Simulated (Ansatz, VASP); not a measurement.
One calculation of WCl, two programs

Contents of POSCAR:

```
WCl
1.0
   -2.7282980000      2.9018670000      0.0000000000
    2.7282980000      0.0000000000      3.0971330000
    2.7282980000      2.9018670000      0.0000000000
W Cl
1 1
Direct
    0.0000000000      0.0000000000      0.0000000000
    0.5000000000      0.0000000000      0.5000000000
```

File INCAR.step1:

```
ALGO     = Normal         # electronic algorithm
EDIFF    = 1E-4           # SCF threshold, eV
ENCUT    = 520            # plane-wave cutoff, eV
GGA      = PE             # functional
ISMEAR   = -1             # smearing method
LASPH    = True           # aspherical terms in the spheres
LCHARG   = False          # write CHGCAR
LREAL    = False          # projectors in reciprocal space
LWAVE    = True           # write WAVECAR
NBANDS   = 18             # bands
NELM     = 60             # most SCF steps
PREC     = Accurate       # precision mode
SIGMA    = 0.1            # smearing width, eV
```

Contents of INCAR.step2:

```
ALGO     = Normal         # electronic algorithm
EDIFF    = 1E-6           # SCF threshold, eV
ENCUT    = 520            # plane-wave cutoff, eV
ISIF     = 2              # what is computed and relaxed
ISMEAR   = -1             # smearing method
ISTART   = 1            
LASPH    = True           # aspherical terms in the spheres
LCHARG   = False          # write CHGCAR
LMIXTAU  = True         
LREAL    = False          # projectors in reciprocal space
LWAVE    = False          # write WAVECAR
METAGGA  = R2SCAN         # meta-GGA
NBANDS   = 18             # bands
NELM     = 60             # most SCF steps
PREC     = Accurate       # precision mode
SIGMA    = 0.1            # smearing width, eV
```

The input KPOINTS:

```
k-points
0
Gamma
  11 11 11
```

Input for Ansatz:

```yaml
crystal:
  lattice:
    - [-2.728298, 2.901867, 0.0]
    - [2.728298, 0.0, 3.097133]
    - [2.728298, 2.901867, 0.0]
  atoms:
    - { symbol: W, position: [0.0, 0.0, 0.0] }
    - { symbol: Cl, position: [0.5, 0.0, 0.5] }
  symmetry: { tolerance: 0.0003 }
kpoints:
  mp_grid: { grid: [11, 11, 11], shift: [0, 0, 0] }
  band_path:
    path:
      - [0.0, 0.0, 0.0]
      - [0.5, 0.0, 0.5]
      - [0.27698699, 0.22301301, 0.72301301]
      - [-0.27698699, 0.77698699, 0.27698699]
      - [0.0, 0.5, 0.0]
      - [0.31335077, 0.5, 0.31335077]
      - [-0.31335077, 0.5, 0.68664923]
      - [-0.5, 0.5, 0.5]
      - [-0.5, 0.71261354, 0.5]
      - [0.5, 0.28738646, 0.5]
      - [0.5, 0.0, 0.5]
    npoints: 6
magnetization:
  spin_polarized: false
scf:
  occupations: { method: fermi_dirac }
  lower_state_search: "off"
  max_iter: 200
hamiltonian:
  pseudopotentials: { kind: paw }
  xc: r2scan
basis:
  ecutwfc: 500
  fft_grid_basis: typed
output:
  forces: true
  stress: true
  eigenvalues: true
  bader: true
  populations: true
  elf: true
  write_potential: true
  volumetric_format: npy
  dos:
    e_range: [-12, 8]
    de: 0.05
    projected: { site_lists: { Cl: [Cl], W: [W] } }
checkpoint:
  read: saved_state
```

Alike in both runs: task single point; functional r2SCAN; k mesh 11 × 11 × 11; no spin polarisation.

|  | VASP | Ansatz |
| --- | --- | --- |
| version | VASP 6.6.1 | Ansatz 0.2.0 |
| potentials or method | VASP PAW PBE potentials, release 64 (W_sv, Cl), cutoff 520 eV | PAW plane waves |
| occupations | fermi-dirac, width 0.1 eV | fermi-dirac |
| valence electrons in the cell | 21 | 21 |

|  | VASP | Ansatz | Ansatz less VASP |
| --- | --- | --- | --- |
| pressure (GPa) | -16.2 | -16.6 | -0.31 |
| traceless stress, the component that is largest in VASP (GPa) | -2.97 | -3.14 | -0.170 |

VASP's potentials were made for PBE, not for r2SCAN.

Neither program's run includes spin-orbit coupling.
